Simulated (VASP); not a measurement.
# Re in VASP: single point with PBEsol

Aim: the single point of Re with PBEsol.

Everything below comes from runs of VASP 6.6.1. Logs are shortened: lines on timing, memory, paths and dates and some standing lists are left out, and cuts for length are marked.

## Step 1: The cell of the first run

The cell holds a slab with vacuum, 12 atoms: a = 2.750 Å, b = 4.443 Å, c = 20.703 Å, α = 90.00°, β = 90.00°, γ = 90.00°.

## Step 2: Single point, PBEsol

The input, INCAR:

```
SYSTEM = Re
PREC     = Accurate       ! precision mode
ENCUT    = 520            ! plane-wave cutoff, eV
EDIFF    = 1E-6           ! SCF threshold, eV
ISMEAR   = 1              ! smearing method
SIGMA    = 0.1            ! smearing width, eV
LREAL    = .FALSE.        ! projectors in reciprocal space
LASPH    = .TRUE.         ! aspherical terms in the spheres
NELM     = 120            ! most SCF steps
ALGO     = Normal         ! electronic algorithm
ISIF     = 2              ! what is computed and relaxed
LWAVE    = .FALSE.        ! write WAVECAR
LCHARG   = .FALSE.        ! write CHGCAR
LDIPOL   = .TRUE.       
IDIPOL   = 3            
DIPOL    = 0.5 0.5 0.500
GGA      = PS             ! functional
NBANDS   = 54             ! bands
GGA_COMPAT= .FALSE.      
NELMDL   = -8
```

The input, KPOINTS:

```
regular mesh
0
G
  12 8 1
  0 0 0
```

The input, POSCAR:

```
Re
1.0
    2.7501803240      0.0000000000      0.0000000000
    0.0000000000      4.4432753440      0.0000000000
    0.0000000000      0.0000000000     20.7025388030
Re
12
Direct
    0.0000000000      0.0000000000      0.1932130179
    0.5000000000      0.0000000000      0.3082581362
    0.5000000000      0.5000000000      0.2315613907
    0.0000000000      0.0000000000      0.4233032545
    0.0000000000      0.5000000000      0.3466065089
    0.5000000000      0.0000000000      0.5383483728
    0.5000000000      0.5000000000      0.4616516272
    0.0000000000      0.0000000000      0.6533934911
    0.0000000000      0.5000000000      0.5766967455
    0.5000000000      0.0000000000      0.7684386093
    0.5000000000      0.5000000000      0.6917418638
    0.0000000000      0.5000000000      0.8067869821
```

Potentials or basis: VASP PAW PBE potentials, release 64 (Re).

On the command line:

```bash
$ cat potpaw_PBE.64/Re/POTCAR > POTCAR
$ mpirun -np 1 vasp_std > vasp.out
```

OUTCAR:

```text
SYSTEM = Re
   PREC = Accurate
   ENCUT = 520
   EDIFF = 1E-6
   ISMEAR = 1
   LREAL = .FALSE.
   LASPH = .TRUE.
   NELM = 120
   ISIF = 2
   GGA = PS
   NELMDL = -8

 ion  position               nearest neighbor table
   1  0.000  0.000  0.193-   3 2.73   3 2.73   3 2.73   3 2.73   2 2.75   2 2.75
   2  0.500  0.000  0.308-   5 2.73   5 2.73   5 2.73   5 2.73   3 2.73   3 2.73   4 2.75   4 2.75
                             1 2.75   1 2.75
   3  0.500  0.500  0.232-   2 2.73   2 2.73   1 2.73   1 2.73   1 2.73   1 2.73   5 2.75   5 2.75

   4  0.000  0.000  0.423-   7 2.73   7 2.73   7 2.73   7 2.73   5 2.73   5 2.73   2 2.75   2 2.75
                             6 2.75   6 2.75
   5  0.000  0.500  0.347-   2 2.73   2 2.73   2 2.73   2 2.73   4 2.73   4 2.73   3 2.75   3 2.75
                             7 2.75   7 2.75
   6  0.500  0.000  0.538-   9 2.73   9 2.73   9 2.73   9 2.73   7 2.73   7 2.73   8 2.75   8 2.75
                             4 2.75   4 2.75
   7  0.500  0.500  0.462-   4 2.73   4 2.73   4 2.73   4 2.73   6 2.73   6 2.73   5 2.75   5 2.75
                             9 2.75   9 2.75
   8  0.000  0.000  0.653-  11 2.73  11 2.73  11 2.73  11 2.73   9 2.73   9 2.73  10 2.75  10 2.75
                             6 2.75   6 2.75
   9  0.000  0.500  0.577-   6 2.73   6 2.73   6 2.73   6 2.73   8 2.73   8 2.73  11 2.75  11 2.75
                             7 2.75   7 2.75
  10  0.500  0.000  0.768-  11 2.73  11 2.73  12 2.73  12 2.73  12 2.73  12 2.73   8 2.75   8 2.75

  11  0.500  0.500  0.692-   8 2.73   8 2.73   8 2.73   8 2.73  10 2.73  10 2.73   9 2.75   9 2.75
                            12 2.75  12 2.75
  12  0.000  0.500  0.807-  10 2.73  10 2.73  10 2.73  10 2.73  11 2.75  11 2.75

  LATTYP: Found a simple orthorhombic cell.
 ALAT       =     2.7501803240
 B/A-ratio  =     1.6156305480
 C/A-ratio  =     7.5277023191

  Lattice vectors:

 A1 = (   2.7501803240,   0.0000000000,   0.0000000000)
 A2 = (   0.0000000000,   4.4432753440,   0.0000000000)
 A3 = (   0.0000000000,   0.0000000000,  20.7025388030)

Analysis of symmetry for initial positions (statically):
=====================================================================
 Subroutine PRICEL returns:
 Original cell was already a primitive cell.

 Routine SETGRP: Setting up the symmetry group for a
 simple orthorhombic supercell.

 Subroutine GETGRP returns: Found  8 space group operations
 (whereof  4 operations were pure point group operations)
 out of a pool of  8 trial point group operations.

The static configuration has the point symmetry C_2v.
 The point group associated with its full space group is D_2h.

Analysis of symmetry for dynamics (positions and initial velocities):
=====================================================================
 Subroutine PRICEL returns:
 Original cell was already a primitive cell.

 Routine SETGRP: Setting up the symmetry group for a
 simple orthorhombic supercell.

 Subroutine GETGRP returns: Found  8 space group operations
 (whereof  4 operations were pure point group operations)
 out of a pool of  8 trial point group operations.

The dynamic configuration has the point symmetry C_2v.
 The point group associated with its full space group is D_2h.

 Subroutine INISYM returns: Found  8 space group operations
 (whereof  4 operations are pure point group operations),
 and found     1 'primitive' translations

----------------------------------------------------------------------------------------

                                     Primitive cell

  volume of cell :     252.9811

  direct lattice vectors                    reciprocal lattice vectors
     2.750180324  0.000000000  0.000000000     0.363612521  0.000000000  0.000000000
     0.000000000  4.443275344  0.000000000     0.000000000  0.225059201  0.000000000
     0.000000000  0.000000000 20.702538803     0.000000000  0.000000000  0.048303254

  length of vectors
     2.750180324  4.443275344 20.702538803     0.363612521  0.225059201  0.048303254

  position of ions in fractional coordinates (direct lattice)
     0.000000000  0.000000000  0.193213018
     0.500000000  0.000000000  0.308258136
     0.500000000  0.500000000  0.231561391
     0.000000000  0.000000000  0.423303254
     0.000000000  0.500000000  0.346606509
     0.500000000  0.000000000  0.538348373
     0.500000000  0.500000000  0.461651627
     0.000000000  0.000000000  0.653393491
     0.000000000  0.500000000  0.576696746
[... 41 lines left out ...]
 ===========================================

 Found     35 irreducible k-points:

 Following reciprocal coordinates:
            Coordinates               Weight
  0.000000  0.000000  0.000000      1.000000
  0.083333  0.000000  0.000000      2.000000
  0.166667  0.000000  0.000000      2.000000
  0.250000  0.000000  0.000000      2.000000
  0.333333  0.000000  0.000000      2.000000
  0.416667  0.000000  0.000000      2.000000
[... 16 lines left out ...]
  0.083333  0.375000  0.000000      4.000000
  0.166667  0.375000  0.000000      4.000000
 [... further k-points ...]
   k-points           NKPTS =     35   k-points in BZ     NKDIM =     35   number of bands    NBANDS=     54
   number of dos      NEDOS =    301   number of ions     NIONS =     12
   total plane-waves  NPLWV = 115200
   dimension x,y,z NGX =    20 NGY =   36 NGZ =  160
   dimension x,y,z NGXF=    40 NGYF=   72 NGZF=  320
   ions per type =              12
   NGX,Y,Z   is equivalent  to a cutoff of  12.09, 13.47, 12.85 a.u.
   NGXF,Y,Z  is equivalent  to a cutoff of  24.18, 26.94, 25.70 a.u.
 SYSTEM =  Re
   PREC   = accura    normal or accurate (medium, high low for compatibility)
   ISTART =      0    job   : 0-new  1-cont  2-samecut
   ICHARG =      2    charge: 1-file 2-atom 10-const
   ISPIN  =      1    spin polarized calculation?
   LNONCOLLINEAR =      F non collinear calculations
   LSORBIT =      F    spin-orbit coupling
   LASPH  =      T    aspherical Exc in radial PAW
   ENCUT  =  520.0 eV  38.22 Ry    6.18 a.u.   5.11  8.26 38.49*2*pi/ulx,y,z
   NELM   =    120;   NELMIN=  2; NELMDL= -8     # of ELM steps
   EDIFF  = 0.1E-05   stopping-criterion for ELM
   LREAL  =      F    real-space projection
   EDIFFG = 0.1E-04   stopping-criterion for IOM
   NSW    =      0    number of steps for IOM
   IBRION =     -1    ionic relax: 0-MD 1-quasi-New 2-CG
   NFREE  =      0    steps in history (QN), initial steepest desc. (CG)
   ISIF   =      2    stress and relaxation
   ISYM   =      2    0-nonsym 1-usesym 2-fastsym
   POTIM  = 0.5000    time-step for ionic-motion
   TEBEG  =    0.0;   TEEND  =   0.0 temperature during run
   PSTRESS=    0.0 pullay stress
   NELECT =      84.0000    total number of electrons
   NUPDOWN=      -1.0000    fix difference up-down
   EMIN   =  10.00;   EMAX   =-10.00  energy-range for DOS
   EFERMI =   0.00;   METHOD = LEGACY
   ISMEAR =     1;   SIGMA  =   0.10  broadening in eV -4-tet -1-fermi 0-gaus
   EFERMI_NEDOS =   21; number of points for ismear=-14 and -15
   IALGO  =     38    algorithm
   IMIX   =      4    mixing-type and parameters
     AMIX     =   0.40;   BMIX     =  1.00
     AMIX_MAG =   1.60;   BMIX_MAG =  1.00
  volume/ion in A,a.u.               =      21.08       142.27
  Fermi-wavevector in a.u.,A,eV,Ry     =   1.133632  2.142253 17.485126  1.285120
  Thomas-Fermi vector in A             =   2.270335
   LORBIT       =      0    0 simple, 1 ext, 2 COOP (PROOUT), +10 PAW based schemes
   GGA     = PS    functional components
   LHFCALC =     F    Hartree Fock is set to
   AEXX    =    0.0000 exact exchange contribution
   IVDW    =     0    specifies the selected vdW correction
   LEPSILON=     F    determine dielectric tensor
   LRPA    =     F    only Hartree local field effects (RPA)
 non-spin polarized calculation
 Methfessel and Paxton  Order N= 1 SIGMA  =   0.10
  energy-cutoff  :      520.00
  volume of cell :      252.98
 maximum number of plane-waves:      6852
   NGX = 11   NGY = 17   NGZ = 77

 dipolmoment           0.000000      0.000000      0.000000 electrons x Angstroem

 number of electron      84.0000010 magnetization

 dipolmoment           0.000000      0.000000     -0.000000 electrons x Angstroem

 Free energy of the ion-electron system (eV)
  ---------------------------------------------------
  ext. energy  EPLUGINS =         0.00000000
  ---------------------------------------------------
  free energy    TOTEN  =      -155.19309109 eV

  energy without entropy =     -155.18793743  energy(sigma->0) =     -155.19137321

 E-fermi :   4.0427     XC(G=0): -10.5417

 val. band max:        4.0412272364   @ k =   0.3333   0.3750   0.0000
 cond. band min:       4.0444881040   @ k =   0.3333   0.2500   0.0000
 fundamental gap:      0.0032608676
 Fermi energy:         4.0426602896

 k-point     1 :       0.0000    0.0000    0.0000
  band No.  band energies     occupation
      1      -5.7155      2.00000
      2      -5.0648      2.00000
      3      -4.0315      2.00000
      4      -2.9819      2.00000
      5      -2.4741      2.00000
      6      -2.3218      2.00000
[... 1357 lines left out ...]
     53       5.8538     -0.00000
     54       6.0504      0.00000

 [... further k-points ...]

------------------------ aborting loop because EDIFF is reached ----------------------------------------

 vacuum level on the upper side and lower side of the slab       (xc-potential included)        -1.318        -1.318

  FORCE on cell =-STRESS in cart. coord.  units (eV):
  Direction    XX          YY          ZZ          XY          YZ          ZX
  --------------------------------------------------------------------------------------
  -------------------------------------------------------------------------------------
  Total      -10.6524857    -12.7022693     -5.9382433      0.0000000      0.0000000      0.0000000
  in kB      -67.4642254    -80.4458961    -37.6080283      0.0000000      0.0000000      0.0000000
  external PRESSURE =     -61.8393833 kB  Pullay stress =       0.0000000 kB

 VOLUME and BASIS-vectors are now :
 -----------------------------------------------------------------------------
  energy-cutoff  :      520.00
  volume of cell :      252.98
      direct lattice vectors                 reciprocal lattice vectors
     2.750180324  0.000000000  0.000000000     0.363612521  0.000000000  0.000000000
     0.000000000  4.443275344  0.000000000     0.000000000  0.225059201  0.000000000
     0.000000000  0.000000000 20.702538803     0.000000000  0.000000000  0.048303254

 POSITION                                       TOTAL-FORCE (eV/Angst)
 -----------------------------------------------------------------------------------
      0.00000      0.00000      4.00000         0.000000      0.000000      1.475435
      1.37509      0.00000      6.38173         0.000000      0.000000     -0.990357
      1.37509      2.22164      4.79391         0.000000      0.000000     -0.326340
      0.00000      0.00000      8.76345         0.000000      0.000000      0.023589
      0.00000      2.22164      7.17563         0.000000      0.000000     -0.235990
      1.37509      0.00000     11.14518         0.000000      0.000000      0.015640
      1.37509      2.22164      9.55736         0.000000      0.000000     -0.015640
      0.00000      0.00000     13.52690         0.000000      0.000000      0.235990
      0.00000      2.22164     11.93909         0.000000      0.000000     -0.023589
      1.37509      0.00000     15.90863         0.000000      0.000000      0.326340
      1.37509      2.22164     14.32081         0.000000      0.000000      0.990357
      0.00000      2.22164     16.70254         0.000000      0.000000     -1.475435
 -----------------------------------------------------------------------------------
    total drift:                               -0.000000      0.000000     -0.000000

  FREE ENERGIE OF THE ION-ELECTRON SYSTEM (eV)
  ---------------------------------------------------
  free  energy   TOTEN  =      -155.1930910932 eV

  energy  without entropy=     -155.1879374326  energy(sigma->0) =     -155.19137321

 vacuum level on the upper side and lower side of the slab         7.534         7.534
```

Run time: 23 min. Hardware: 1 thread of AMD EPYC 9R45 (Zen 5), shared host; peak memory 0.49 GiB.

Results:

| Property | Result |
| --- | --- |
| Free energy | -155.1931 eV |
| Largest force | 1.475 eV/Å |
| Band gap on the k mesh | zero (bands 42 and 43 overlap by 1.67 eV) |

Forces on the atoms (eV/Å):
```
Re   0.000  0.000  1.475
Re   0.000  0.000 -0.990
Re   0.000  0.000 -0.326
Re   0.000  0.000  0.024
Re   0.000  0.000 -0.236
Re   0.000  0.000  0.016
Re   0.000  0.000 -0.016
Re   0.000  0.000  0.236
Re   0.000  0.000 -0.024
Re   0.000  0.000  0.326
Re   0.000  0.000  0.990
Re   0.000  0.000 -1.475
```

Levels at points of the mesh, in eV from the Fermi level:
| k point | band 39 | band 40 | band 41 | band 42 | band 43 | band 44 | band 45 | band 46 |
| --- | --- | --- | --- | --- | --- | --- | --- | --- |
| (0.00, 0.00, 0.00) | -0.73 | -0.72 | -0.57 | -0.39 | -0.35 | -0.31 | -0.12 | -0.09 |
| (0.50, 0.00, 0.00) | -0.61 | -0.42 | -0.39 | 1.22 | 1.35 | 1.35 | 1.40 | 1.68 |
| (0.00, 0.50, 0.00) | -0.44 | -0.44 | 0.12 | 0.12 | 0.31 | 0.31 | 0.35 | 0.35 |
| (0.50, 0.50, 0.00) | 0.12 | 0.12 | 0.52 | 0.52 | 0.76 | 0.76 | 1.50 | 1.50 |

Caveat: the PAW data sets were made with another functional, which shifts forces and pressure a little; spin-orbit coupling is left out, which moves the levels of the heavy elements.
